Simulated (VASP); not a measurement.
# PbO (rock salt type) (Fm-3m) in VASP: a series of runs

Aim: see how the results for PbO (rock salt type) move with the level of theory and the settings. Levels: r2SCAN, PBE. Tasks: single point.

Program: VASP 6.6.1. These are calculated values, not measurements. Logs are shortened: lines on timing, memory, paths and dates and some standing lists are left out, and cuts for length are marked.

### 1 The cell of the first run

The structure is cubic, space group Fm-3m (No. 225). The conventional cell has a = 5.284 Å, b = 5.284 Å, c = 5.284 Å, α = 90.00°, β = 90.00°, γ = 90.00°. Within 3.5 Å of Pb (site symmetry m-3m) lie 6 O at 2.64 Å. O (site symmetry m-3m) has 6 Pb at 2.64 Å within 3.5 Å.

### 2 Single point, r2SCAN

POSCAR reads:

```
PbO
1.0
    0.0000000000      2.6419167205      2.6419167205
    2.6419167205      0.0000000000      2.6419167205
    2.6419167205      2.6419167205      0.0000000000
Pb O
1 1
Direct
    0.0000000000      0.0000000000      0.0000000000
    0.5000000000      0.5000000000      0.5000000000
```

INCAR.step1 reads:

```
PREC = Accurate
ENCUT = 520
ISMEAR = -1
SIGMA = 0.1
LREAL = F
LASPH = T
NELM = 80
NBANDS = 17
GGA = PE
ALGO = Normal
EDIFF = 1E-4
LWAVE = T
LCHARG = F
```

INCAR.step2 reads:

```
PREC = Accurate
ENCUT = 520
EDIFF = 1E-7
ISMEAR = -1
SIGMA = 0.1
LREAL = F
LASPH = T
NELM = 80
ALGO = Normal
ISIF = 2
LWAVE = F
LCHARG = F
METAGGA = R2SCAN
LMIXTAU = T
NBANDS = 17
ISTART = 1
```

KPOINTS reads:

```
regular mesh
0
Gamma
  11 11 11
```

Potentials or basis: VASP PAW PBE potentials, release 64 (Pb_d, O).

Launch:

```
cat potpaw_PBE.64/Pb_d/POTCAR potpaw_PBE.64/O/POTCAR > POTCAR
cp INCAR.step1 INCAR
mpirun -np 1 vasp_std > vasp.out
cp INCAR.step2 INCAR
mpirun -np 1 vasp_std > vasp.out
```

OUTCAR:

```text
PREC = Accurate
   ENCUT = 520
   EDIFF = 1E-7
   ISMEAR = -1
   LREAL = F
   LASPH = T
   NELM = 80
   ISIF = 2
   METAGGA = R2SCAN
   ISTART = 1

 ion  position               nearest neighbor table
   1  0.000  0.000  0.000-   2 2.64   2 2.64   2 2.64   2 2.64   2 2.64   2 2.64
   2  0.500  0.500  0.500-   1 2.64   1 2.64   1 2.64   1 2.64   1 2.64   1 2.64

  LATTYP: Found a face centered cubic cell.
 ALAT       =     5.2838334410

  Lattice vectors:

 A1 = (   0.0000000000,   2.6419167205,   2.6419167205)
 A2 = (   2.6419167205,   0.0000000000,   2.6419167205)
 A3 = (   2.6419167205,   2.6419167205,   0.0000000000)

Analysis of symmetry for initial positions (statically):
=====================================================================
 Subroutine PRICEL returns:
 Original cell was already a primitive cell.

 Routine SETGRP: Setting up the symmetry group for a
 face centered cubic supercell.

 Subroutine GETGRP returns: Found 48 space group operations
 (whereof 48 operations were pure point group operations)
 out of a pool of 48 trial point group operations.

The static configuration has the point symmetry O_h .

Analysis of symmetry for dynamics (positions and initial velocities):
=====================================================================
 Subroutine PRICEL returns:
 Original cell was already a primitive cell.

 Routine SETGRP: Setting up the symmetry group for a
 face centered cubic supercell.

 Subroutine GETGRP returns: Found 48 space group operations
 (whereof 48 operations were pure point group operations)
 out of a pool of 48 trial point group operations.

The dynamic configuration has the point symmetry O_h .

 Subroutine INISYM returns: Found 48 space group operations
 (whereof 48 operations are pure point group operations),
 and found     1 'primitive' translations

----------------------------------------------------------------------------------------

                                     Primitive cell

  volume of cell :      36.8797

  direct lattice vectors                    reciprocal lattice vectors
     0.000000000  2.641916720  2.641916720    -0.189256533  0.189256533  0.189256533
     2.641916720  0.000000000  2.641916720     0.189256533 -0.189256533  0.189256533
     2.641916720  2.641916720  0.000000000     0.189256533  0.189256533 -0.189256533

  length of vectors
     3.736234457  3.736234457  3.736234457     0.327801931  0.327801931  0.327801931

  position of ions in fractional coordinates (direct lattice)
[... 77 lines left out ...]
   ENCUT  =  520.0 eV  38.22 Ry    6.18 a.u.   6.95  6.95  6.95*2*pi/ulx,y,z
   NELM   =     80;   NELMIN=  2; NELMDL=  0     # of ELM steps
   EDIFF  = 0.1E-06   stopping-criterion for ELM
   LREAL  =      F    real-space projection
   EDIFFG = 0.1E-05   stopping-criterion for IOM
   NSW    =      0    number of steps for IOM
   IBRION =     -1    ionic relax: 0-MD 1-quasi-New 2-CG
   NFREE  =      0    steps in history (QN), initial steepest desc. (CG)
   ISIF   =      2    stress and relaxation
   ISYM   =      2    0-nonsym 1-usesym 2-fastsym
   POTIM  = 0.5000    time-step for ionic-motion
   TEBEG  =    0.0;   TEEND  =   0.0 temperature during run
   PSTRESS=    0.0 pullay stress
   NELECT =      20.0000    total number of electrons
   NUPDOWN=      -1.0000    fix difference up-down
   EMIN   =  10.00;   EMAX   =-10.00  energy-range for DOS
   EFERMI =   0.00;   METHOD = LEGACY
   ISMEAR =    -1;   SIGMA  =   0.10  broadening in eV -4-tet -1-fermi 0-gaus
   EFERMI_NEDOS =   21; number of points for ismear=-14 and -15
   IALGO  =     38    algorithm
   IMIX   =      4    mixing-type and parameters
     AMIX     =   0.40;   BMIX     =  1.00
     AMIX_MAG =   1.60;   BMIX_MAG =  1.00
  volume/ion in A,a.u.               =      18.44       124.44
  Fermi-wavevector in a.u.,A,eV,Ry     =   1.335024  2.522829 24.249511  1.782289
  Thomas-Fermi vector in A             =   2.463760
   LORBIT       =      0    0 simple, 1 ext, 2 COOP (PROOUT), +10 PAW based schemes
   METAGGA = R2SCAN    functional components
   LHFCALC =     F    Hartree Fock is set to
   AEXX    =    0.0000 exact exchange contribution
   IVDW    =     0    specifies the selected vdW correction
   LEPSILON=     F    determine dielectric tensor
   LRPA    =     F    only Hartree local field effects (RPA)
 non-spin polarized calculation
  energy-cutoff  :      520.00
  volume of cell :       36.88
 maximum number of plane-waves:      1006
   NGX = 13   NGY = 13   NGZ = 13

 number of electron      20.0000011 magnetization

 Free energy of the ion-electron system (eV)
  ---------------------------------------------------
  ext. energy  EPLUGINS =         0.00000000
  ---------------------------------------------------
  free energy    TOTEN  =       -64.27863421 eV

  energy without entropy =      -64.27669940  energy(sigma->0) =      -64.27766680

 E-fermi :   6.3265     XC(G=0): -11.0601

 val. band max:        6.0467580125   @ k =  -0.4545   0.0909   0.0000
 cond. band min:       6.6095567193   @ k =  -0.4545   0.0909   0.0000
 fundamental gap:      0.5627987068
 Fermi energy:         6.3264635051

 k-point     1 :       0.0000    0.0000    0.0000
  band No.  band energies     occupation
      1     -12.5163      2.00000
      2     -11.0521      2.00000
      3     -11.0521      2.00000
      4     -11.0521      2.00000
      5     -10.9279      2.00000
      6     -10.9279      2.00000
[... 457 lines left out ...]
      4     -10.9989      2.00000
      5     -10.9721      2.00000
      6     -10.8192      2.00000
[... 9 lines left out ...]
     16      19.5510      0.00000
     17      22.4658      0.00000

 [... further k-points ...]

------------------------ aborting loop because EDIFF is reached ----------------------------------------

  FORCE on cell =-STRESS in cart. coord.  units (eV):
  Direction    XX          YY          ZZ          XY          YZ          ZX
  --------------------------------------------------------------------------------------
  -------------------------------------------------------------------------------------
  Total       -0.7839648     -0.7839648     -0.7839648     -0.0000000      0.0000000      0.0000000
  in kB      -34.0580507    -34.0580507    -34.0580507     -0.0000000      0.0000000      0.0000000
  external PRESSURE =     -34.0580507 kB  Pullay stress =       0.0000000 kB

 VOLUME and BASIS-vectors are now :
 -----------------------------------------------------------------------------
  energy-cutoff  :      520.00
  volume of cell :       36.88
      direct lattice vectors                 reciprocal lattice vectors
     0.000000000  2.641916720  2.641916720    -0.189256533  0.189256533  0.189256533
     2.641916720  0.000000000  2.641916720     0.189256533 -0.189256533  0.189256533
     2.641916720  2.641916720  0.000000000     0.189256533  0.189256533 -0.189256533

 POSITION                                       TOTAL-FORCE (eV/Angst)
 -----------------------------------------------------------------------------------
      0.00000      0.00000      0.00000         0.000000      0.000000      0.000000
      2.64192      2.64192      2.64192         0.000000      0.000000     -0.000000
 -----------------------------------------------------------------------------------
    total drift:                                0.000000      0.000000      0.000000

  FREE ENERGIE OF THE ION-ELECTRON SYSTEM (eV)
  ---------------------------------------------------
  free  energy   TOTEN  =       -64.2786342051 eV

  energy  without entropy=      -64.2766994038  energy(sigma->0) =      -64.27766680
```

Wall time 64 s (1 thread of Intel Xeon 6975P-C (Granite Rapids), shared host); peak memory 0.18 GiB.

Results:

* Free energy: -64.2786 eV
* Pressure: -3.4 GPa
* Band gap on the k mesh: 0.56 eV

Levels at points of the mesh, in eV from the valence-band top:
```csv
k point,band 7,band 8,band 9,band 10,band 11,band 12,band 13,band 14
"(0.00, 0.00, 0.00)",-7.73,-2.46,-2.46,-2.46,8.33,8.33,8.33,10.76
```

Caveat: the cell stands under tension; the PAW data sets were made with another functional, which shifts forces and pressure a little; spin-orbit coupling is left out, which moves the levels of the heavy elements; an odd mesh through Γ misses points on the zone boundary, where band edges can lie.

### 3 Single point, r2SCAN

POSCAR is that of step 2.

INCAR.step1 reads:

```
SYSTEM = PbO
PREC = Accurate
ENCUT = 520
ISMEAR = -1
SIGMA = 0.1
LREAL = .FALSE.
LASPH = .TRUE.
NELM = 80
NBANDS = 17
GGA = PE
ALGO = Normal
EDIFF = 1E-4
LWAVE = .TRUE.
LCHARG = .FALSE.
```

INCAR.step2 reads:

```
SYSTEM = PbO
PREC = Accurate
ENCUT = 520
EDIFF = 1E-6
ISMEAR = -1
SIGMA = 0.1
LREAL = .FALSE.
LASPH = .TRUE.
NELM = 80
ALGO = Normal
ISIF = 2
LWAVE = .FALSE.
LCHARG = .FALSE.
METAGGA = R2SCAN
LMIXTAU = .TRUE.
NBANDS = 17
ISTART = 1
```

KPOINTS reads:

```
Automatic mesh
0
G
  11 11 11
  0 0 0
```

Potentials or basis: VASP PAW PBE potentials, release 64 (Pb_d, O).

Launch:

```
cat potpaw_PBE.64/Pb_d/POTCAR potpaw_PBE.64/O/POTCAR > POTCAR
cp INCAR.step1 INCAR
mpirun -np 1 vasp_std > vasp.out
cp INCAR.step2 INCAR
mpirun -np 1 vasp_std > vasp.out
```

Run time: 58 s. Hardware: 1 thread of Intel Xeon 6975P-C (Granite Rapids), shared host; peak memory 0.18 GiB.

The run converged. Its results:

- Free energy: -64.2786 eV
- Pressure: -3.4 GPa
- Band gap on the k mesh: 0.56 eV

Levels at points of the mesh, in eV from the valence-band top:
```tsv
k point	band 6	band 7	band 8	band 9	band 10	band 11	band 12	band 13	band 14	band 15
(0.00, 0.00, 0.00)	-16.97	-7.73	-2.46	-2.46	-2.46	8.33	8.33	8.33	10.76	11.80
```

Caveat: the cell stands under tension; the PAW data sets were made with another functional, which shifts forces and pressure a little; spin-orbit coupling is left out, which moves the levels of the heavy elements; an odd mesh through Γ misses points on the zone boundary, where band edges can lie.

### 4 Single point, r2SCAN

This run uses another cell than the first one, of 18.99 Å³/atom.

POSCAR reads:

```
PbO
1.0
    0.0000000000      2.6678195166      2.6678195166
    2.6678195166      0.0000000000      2.6678195166
    2.6678195166      2.6678195166      0.0000000000
Pb O
1 1
Direct
    0.0000000000      0.0000000000      0.0000000000
    0.5000000000      0.5000000000      0.5000000000
```

INCAR.step1 reads:

```
SYSTEM = PbO
PREC     = Accurate       ! precision mode
ENCUT    = 520            ! plane-wave cutoff, eV
ISMEAR   = -1             ! smearing method
SIGMA    = 0.1            ! smearing width, eV
LREAL    = .False.        ! projectors in reciprocal space
LASPH    = .True.         ! aspherical terms in the spheres
NELM     = 80             ! most SCF steps
NBANDS   = 17             ! bands
GGA      = PE             ! functional
ALGO     = Normal         ! electronic algorithm
EDIFF    = 1E-4           ! SCF threshold, eV
LWAVE    = .True.         ! write WAVECAR
LCHARG   = .False.        ! write CHGCAR
```

INCAR.step2 reads:

```
SYSTEM = PbO
PREC     = Accurate       ! precision mode
ENCUT    = 520            ! plane-wave cutoff, eV
EDIFF    = 1E-6           ! SCF threshold, eV
ISMEAR   = -1             ! smearing method
SIGMA    = 0.1            ! smearing width, eV
LREAL    = .False.        ! projectors in reciprocal space
LASPH    = .True.         ! aspherical terms in the spheres
NELM     = 80             ! most SCF steps
ALGO     = Normal         ! electronic algorithm
ISIF     = 2              ! what is computed and relaxed
LWAVE    = .False.        ! write WAVECAR
LCHARG   = .True.         ! write CHGCAR
METAGGA  = R2SCAN         ! meta-GGA
LMIXTAU  = .True.       
LELF     = .True.         ! ELF
LVHAR    = .True.       
NBANDS   = 17             ! bands
ISTART   = 1
```

KPOINTS reads:

```
Automatic mesh
0
Gamma
  11 11 11
  0 0 0
```

Potentials or basis: VASP PAW PBE potentials, release 64 (Pb_d, O).

Launch:

```
cat potpaw_PBE.64/Pb_d/POTCAR potpaw_PBE.64/O/POTCAR > POTCAR
cp INCAR.step1 INCAR
mpirun -np 1 vasp_std > vasp.out
cp INCAR.step2 INCAR
mpirun -np 1 vasp_std > vasp.out
```

OUTCAR:

```text
SYSTEM = PbO
   PREC = Accurate
   ENCUT = 520
   EDIFF = 1E-6
   ISMEAR = -1
   LREAL = .False.
   LASPH = .True.
   NELM = 80
   ISIF = 2
   METAGGA = R2SCAN
   ISTART = 1

 ion  position               nearest neighbor table
   1  0.000  0.000  0.000-   2 2.67   2 2.67   2 2.67   2 2.67   2 2.67   2 2.67
   2  0.500  0.500  0.500-   1 2.67   1 2.67   1 2.67   1 2.67   1 2.67   1 2.67

  LATTYP: Found a face centered cubic cell.
 ALAT       =     5.3356390332

  Lattice vectors:

 A1 = (   0.0000000000,   2.6678195166,   2.6678195166)
 A2 = (   2.6678195166,   0.0000000000,   2.6678195166)
 A3 = (   2.6678195166,   2.6678195166,   0.0000000000)

Analysis of symmetry for initial positions (statically):
=====================================================================
 Subroutine PRICEL returns:
 Original cell was already a primitive cell.

 Routine SETGRP: Setting up the symmetry group for a
 face centered cubic supercell.

 Subroutine GETGRP returns: Found 48 space group operations
 (whereof 48 operations were pure point group operations)
[... 160 lines left out ...]

  energy without entropy =      -64.24688141  energy(sigma->0) =      -64.24767425

 E-fermi :   5.9607     XC(G=0): -10.8987

 val. band max:        5.6450005153   @ k =  -0.4545   0.0909   0.0000
 cond. band min:       6.2838093942   @ k =  -0.4545   0.0909   0.0000
 fundamental gap:      0.6388088789
 Fermi energy:         5.9607194731

 k-point     1 :       0.0000    0.0000    0.0000
  band No.  band energies     occupation
      1     -12.6608      2.00000
      2     -11.3978      2.00000
      3     -11.3978      2.00000
      4     -11.3978      2.00000
      5     -11.2806      2.00000
      6     -11.2806      2.00000
[... 457 lines left out ...]
      4     -11.3497      2.00000
      5     -11.3191      2.00000
      6     -11.1736      2.00000
[... 9 lines left out ...]
     16      18.9793      0.00000
     17      21.8931      0.00000

 [... further k-points ...]

------------------------ aborting loop because EDIFF is reached ----------------------------------------

  FORCE on cell =-STRESS in cart. coord.  units (eV):
  Direction    XX          YY          ZZ          XY          YZ          ZX
  --------------------------------------------------------------------------------------
  -------------------------------------------------------------------------------------
  Total       -1.3467213     -1.3467213     -1.3467213      0.0000000      0.0000000      0.0000000
  in kB      -56.8183968    -56.8183968    -56.8183968      0.0000000      0.0000000      0.0000000
  external PRESSURE =     -56.8183968 kB  Pullay stress =       0.0000000 kB

 VOLUME and BASIS-vectors are now :
 -----------------------------------------------------------------------------
  energy-cutoff  :      520.00
  volume of cell :       37.98
      direct lattice vectors                 reciprocal lattice vectors
     0.000000000  2.667819517  2.667819517    -0.187418975  0.187418975  0.187418975
     2.667819517  0.000000000  2.667819517     0.187418975 -0.187418975  0.187418975
     2.667819517  2.667819517  0.000000000     0.187418975  0.187418975 -0.187418975

 POSITION                                       TOTAL-FORCE (eV/Angst)
 -----------------------------------------------------------------------------------
      0.00000      0.00000      0.00000         0.000000      0.000000      0.000000
      2.66782      2.66782      2.66782        -0.000000     -0.000000     -0.000000
 -----------------------------------------------------------------------------------
    total drift:                                0.000000      0.000000      0.000000

  FREE ENERGIE OF THE ION-ELECTRON SYSTEM (eV)
  ---------------------------------------------------
  free  energy   TOTEN  =       -64.2484670874 eV

  energy  without entropy=      -64.2468814096  energy(sigma->0) =      -64.24767425
```

OUTCAR.step1:

```text
SYSTEM = PbO
   PREC = Accurate
   ENCUT = 520
   ISMEAR = -1
   LREAL = .False.
   LASPH = .True.
[... 700 lines left out ...]
      0.00000      0.00000      0.00000         0.000000     -0.000000     -0.000000
      2.66782      2.66782      2.66782        -0.000000      0.000000      0.000000
 -----------------------------------------------------------------------------------
    total drift:                                0.000000      0.000000      0.000000

  FREE ENERGIE OF THE ION-ELECTRON SYSTEM (eV)
  ---------------------------------------------------
  free  energy   TOTEN  =       -10.3720713319 eV

  energy  without entropy=      -10.3687643763  energy(sigma->0) =      -10.37041785
```

Run time: 58 s. Hardware: 1 thread of Intel Xeon 6975P-C (Granite Rapids), shared host; peak memory 0.19 GiB.

What came out:

* Free energy: -64.2485 eV
* Pressure: -5.7 GPa
* Band gap on the k mesh: 0.64 eV

Caveat: the cell stands under tension; the PAW data sets were made with another functional, which shifts forces and pressure a little; spin-orbit coupling is left out, which moves the levels of the heavy elements; an odd mesh through Γ misses points on the zone boundary, where band edges can lie.

### 5 Single point, r2SCAN

This run uses another cell than the first one, of 18.99 Å³/atom.

POSCAR is that of step 4.

INCAR.step1 reads:

```
PREC = Accurate ; ENCUT = 520
ISMEAR = -1 ; SIGMA = 0.1
LREAL = False ; LASPH = True
NELM = 60 ; NBANDS = 17
GGA = PE ; ALGO = Normal
EDIFF = 1E-4 ; LWAVE = True
LCHARG = False
```

INCAR.step2 reads:

```
PREC = Accurate ; ENCUT = 520
EDIFF = 1E-6 ; ISMEAR = -1
SIGMA = 0.1 ; LREAL = False
LASPH = True ; NELM = 60
ALGO = Normal ; ISIF = 2
LWAVE = False ; LCHARG = False
METAGGA = R2SCAN ; LMIXTAU = True
NBANDS = 17 ; ISTART = 1
```

KPOINTS reads:

```
Automatic mesh
0
Gamma
  11 11 11
```

Launch:

```
cat potpaw_PBE.64/Pb_d/POTCAR potpaw_PBE.64/O/POTCAR > POTCAR
cp INCAR.step1 INCAR
mpirun -np 1 vasp_std > vasp.out
cp INCAR.step2 INCAR
mpirun -np 1 vasp_std > vasp.out
```

Run time: 56 s. Hardware: 1 thread of Intel Xeon 6975P-C (Granite Rapids), shared host; peak memory 0.18 GiB.

It converged, with:

* Free energy: -64.2485 eV
* Pressure: -5.7 GPa
* Band gap on the k mesh: 0.64 eV

Levels at points of the mesh, in eV from the valence-band top:
```
           k point  band 6  band 7  band 8  band 9  band 10  band 11  band 12  band 13  band 14  band 15
(0.00, 0.00, 0.00)  -16.93   -7.68   -2.27   -2.27    -2.27     8.14     8.14     8.14    10.81    11.74
```

Caveat: the cell stands under tension; the PAW data sets were made with another functional, which shifts forces and pressure a little; spin-orbit coupling is left out, which moves the levels of the heavy elements; an odd mesh through Γ misses points on the zone boundary, where band edges can lie.

(Continued in part 2 of 2.)
